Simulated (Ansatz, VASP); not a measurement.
Nb: VASP beside Ansatz

```
CELL_PARAMETERS angstrom
-1.65357 1.65357 1.65357
1.65357 -1.65357 1.65357
1.65357 1.65357 -1.65357
ATOMIC_POSITIONS crystal
Nb 0.00000 0.00000 0.00000
```

Alike in both runs: task single point; functional PBE; k mesh 22 × 22 × 22; occupations fermi-dirac, width 0.05 eV; collinear spin.

```csv
,VASP,Ansatz
version,VASP 6.6.1,Ansatz 0.2.0
potentials or method,"VASP PAW PBE potentials, release 64 (Nb_sv), cutoff 520 eV","plane waves (420 eV) with PAW, scalar-relativistic"
valence electrons in the cell,13,13
```

|  | VASP | Ansatz | Ansatz less VASP |
| --- | --- | --- | --- |
| net moment per atom (μB) | 0.00 | 0.00 | 0.000 |

Ansatz's warnings: seeded moment not kept.
